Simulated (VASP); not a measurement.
# SiNi (WC type) (P-6m2) in VASP: further runs, part 2 of 2

VASP 6.6.1. The steps go on from the part before.

### Step 5. Relaxation of cell and atoms, PBE

This run uses another cell than the first one, of 11.93 Å³/atom, 1.265 times its volume.

Input file INCAR:

```
  PREC = Accurate
  ENCUT = 600
  EDIFF = 1E-6
  ISMEAR = -1
  SIGMA = 0.1
  LREAL = F
  LASPH = T
  NELM = 60
  ALGO = Normal
  ISIF = 3
  LWAVE = F
  LCHARG = F
  GGA = PE
  IBRION = 2
  NSW = 60
  EDIFFG = -0.005
```

Input file KPOINTS:

```
regular mesh
0
Gamma
  14 14 13
```

Input file POSCAR:

```
SiNi
1.0
    3.0405725505      0.0000000000      0.0000000000
   -1.5202862752      2.6332130708      0.0000000000
    0.0000000000      0.0000000000      2.9797610994
Ni Si
1 1
Direct
    0.0000000000      0.0000000000      0.0000000000
    0.3333333333      0.6666666667      0.5000000000
```

Potentials or basis: VASP PAW PBE potentials, release 64 (Ni, Si).

Run with:

```console
cat potpaw_PBE.64/Ni/POTCAR potpaw_PBE.64/Si/POTCAR > POTCAR
mpirun -np 1 vasp_std > vasp.out
```

OUTCAR:

```text
PREC = Accurate
   ENCUT = 600
   EDIFF = 1E-6
   ISMEAR = -1
   LREAL = F
   LASPH = T
   NELM = 60
   ISIF = 3
   GGA = PE
   IBRION = 2
   NSW = 60
   EDIFFG = -0.005

 ion  position               nearest neighbor table
   1  0.000  0.000  0.000-   2 2.30   2 2.30   2 2.30   2 2.30   2 2.30   2 2.30
   2  0.333  0.667  0.500-   1 2.30   1 2.30   1 2.30   1 2.30   1 2.30   1 2.30

  LATTYP: Found a hexagonal cell.
 ALAT       =     3.0405725505
 C/A-ratio  =     0.9800000000

  Lattice vectors:

 A1 = (   3.0405725505,   0.0000000000,   0.0000000000)
 A2 = (  -1.5202862752,   2.6332130708,   0.0000000000)
 A3 = (   0.0000000000,   0.0000000000,   2.9797610994)

Analysis of symmetry for initial positions (statically):
[... 624 lines left out ...]
[... ionic steps 4 to 13 ...]

--------------------------------------- Ionic step       14  -------------------------------------------

 number of electron      13.9999993 magnetization

------------------------ aborting loop because EDIFF is reached ----------------------------------------
[... 67 lines left out ...]
--------------------------------------- Ionic step       16  -------------------------------------------

 number of electron      13.9999993 magnetization

 Free energy of the ion-electron system (eV)
  ---------------------------------------------------
  ext. energy  EPLUGINS =         0.00000000
  ---------------------------------------------------
  free energy    TOTEN  =       -11.67221889 eV

  energy without entropy =      -11.64042142  energy(sigma->0) =      -11.65632015

 E-fermi :   9.1507     XC(G=0): -11.7177

 val. band max:        9.0997270798   @ k =   0.2143   0.0714   0.1538
 cond. band min:       9.1538075351   @ k =   0.2857   0.1429   0.1538
 fundamental gap:      0.0540804552
 Fermi energy:         9.1507065346

 k-point     1 :       0.0000    0.0000    0.0000
  band No.  band energies     occupation
      1      -3.2667      2.00000
      2       5.4778      2.00000
      3       5.5880      2.00000
      4       5.5880      2.00000
      5       7.5657      2.00000
      6       7.5657      2.00000
      7      11.8238      0.00000
      8      11.8238      0.00000
      9      14.0697      0.00000
     10      15.4512      0.00000
     11      15.4512      0.00000
[... 351 lines left out ...]
  FREE ENERGIE OF THE ION-ELECTRON SYSTEM (eV)
  ---------------------------------------------------
  free  energy   TOTEN  =       -11.6722188888 eV

  energy  without entropy=      -11.6404214174  energy(sigma->0) =      -11.65632015

 reached required accuracy - stopping structural energy minimisation
```

OSZICAR:

```text
N       E                     dE             d eps       ncg     rms          rms(c)
DAV:   1     0.538865047247E+02    0.53887E+02   -0.72219E+03  3728   0.162E+03
DAV:   2    -0.104477494821E+02   -0.64334E+02   -0.59935E+02  3743   0.239E+02
DAV:   3    -0.127140254524E+02   -0.22663E+01   -0.22230E+01  4365   0.529E+01
DAV:   4    -0.127541202217E+02   -0.40095E-01   -0.40043E-01  4191   0.648E+00
[... 150 lines left out ...]
DAV:   2    -0.116745347908E+02   -0.12503E-02   -0.28406E-02  4252   0.312E+00    0.403E-01
DAV:   3    -0.116722910074E+02    0.22438E-02   -0.12461E-02  4247   0.210E+00    0.677E-02
DAV:   4    -0.116722212703E+02    0.69737E-04   -0.24045E-04  3876   0.194E-01    0.158E-02
DAV:   5    -0.116722190834E+02    0.21869E-05   -0.17972E-05  4553   0.662E-02    0.550E-03
DAV:   6    -0.116722188888E+02    0.19454E-06   -0.14539E-06  2157   0.161E-02
  16 F= -.11672219E+02 E0= -.11656320E+02  d E =-.166477E-02
```

CONTCAR:

```text
SiNi
   1.00000000000000
     3.4836465765769056    0.0000000000088851    0.0000000000000000
    -1.7418232882234732    3.0169264331430794   -0.0000000000000000
    -0.0000000000000000    0.0000000000000000    2.4906564303501910
  Ni              Si
     1     1
Direct
     0.0000000000000000    0.0000000000000000    0.0000000000000000
     0.3333333332999970    0.6666666667000030    0.5000000000000000

  0.00000000E+00  0.00000000E+00  0.00000000E+00
  0.00000000E+00  0.00000000E+00  0.00000000E+00
```

It used 310 s of CPU time on 1 thread of AMD EPYC 7R13 Processor (Zen 3), with other jobs on the host.

Results:

| Quantity | Value |
| --- | --- |
| Free energy | -11.6722 eV |
| Relaxed volume | 13.09 Å³/atom |
| Relaxed cell | a = 3.484 Å, b = 3.484 Å, c = 2.491 Å, α = 90.00°, β = 90.00°, γ = 120.00° |
| Space group after relaxing (to 0.05 Å) | P-6m2 (No. 187) |
| Energy gained by relaxing | 168.0 meV/atom |
| Ionic steps | 16 |
| Pressure after relaxing | 0.0 GPa |
| Band gap on the k mesh | zero (band 7 reaches 12.49 eV, above the bottom of band 8 at 7.71 eV) |

The path:
| step | energy change (eV) | largest force (eV/Å) | pressure (GPa) | volume (Å³) |
| --- | --- | --- | --- | --- |
| 1 | 0.0000 | 0.0000 | 10.60 | 23.86 |
| 2 | -0.0121 | 0.0000 | -7.42 | 26.69 |
| 3 | -0.0454 | 0.0000 | -0.11 | 25.31 |
| 4 | -0.0504 | 0.0000 | -0.16 | 25.36 |
| 5 | -0.0739 | 0.0000 | -0.24 | 25.49 |
| 6 | -0.1487 | 0.0000 | -0.40 | 25.68 |
| 7 | -0.3199 | 0.0000 | 1.20 | 25.77 |
| 8 | 1.6124 | 0.0000 | 45.56 | 24.71 |
| 9 | -0.3266 | 0.0000 | 1.71 | 25.76 |
| 10 | -0.3308 | 0.0000 | 3.16 | 25.72 |
| 11 | -0.3321 | 0.0000 | 2.78 | 25.73 |
| 12 | -0.3340 | 0.0000 | 0.97 | 26.10 |
| 13 | -0.3342 | 0.0000 | 1.44 | 26.00 |
| 14 | -0.3356 | 0.0000 | 0.69 | 26.10 |
| 15 | -0.3358 | 0.0000 | -0.34 | 26.22 |
| 16 | -0.3359 | 0.0000 | 0.01 | 26.18 |

Final structure:
```
Ni Si
1.0
     3.48365    0.00000    0.00000
    -1.74182    3.01693    0.00000
     0.00000    0.00000    2.49066
Ni Si
1 1
Direct
  0.00000 0.00000 0.00000
  0.33333 0.66667 0.50000
```

Levels at points of the mesh, in eV from the Fermi level:
| k point | band 4 | band 5 | band 6 | band 7 | band 8 | band 9 | band 10 | band 11 |
| --- | --- | --- | --- | --- | --- | --- | --- | --- |
| (0.00, 0.00, 0.00) | -3.56 | -1.59 | -1.59 | 2.67 | 2.67 | 4.92 | 6.30 | 6.30 |
| (0.50, 0.00, 0.00) | -2.55 | -1.99 | -1.78 | -1.63 | -0.69 | 4.49 | 11.37 | 11.70 |

Spin polarisation is off, so any magnetic state and its effect on volume and gap are missing.

### Step 6. The runs side by side

| task | cell | gap on the mesh (eV) | pressure (GPa) |
| --- | --- | --- | --- |
| relaxation of shape and atoms at fixed volume | relaxed from a = 3.125, b = 3.125, c = 2.229 Å, angles 90.0, 90.0, 120.0°, 2 atoms | none | 101.2 |
| relaxation of shape and atoms at fixed volume | relaxed from a = 3.237, b = 3.237, c = 2.309 Å, angles 90.0, 90.0, 120.0°, 2 atoms | none | 54.7 |
| relaxation of shape and atoms at fixed volume | relaxed from a = 3.341, b = 3.341, c = 2.384 Å, angles 90.0, 90.0, 120.0°, 2 atoms | none | 25.5 |
| relaxation of cell and atoms | relaxed from a = 3.041, b = 3.041, c = 2.980 Å, angles 90.0, 90.0, 120.0°, 2 atoms | none | 0.0 |

Alike in all rows: level PBE; potentials or basis VASP PAW PBE potentials, release 64 (Ni, Si); no spin polarisation; k mesh 14 × 14 × 13; cutoff (eV) 600; smearing fermi-dirac 0.1 eV.

Total energies depend on the potentials used, so only differences within one code and one set of settings carry meaning.
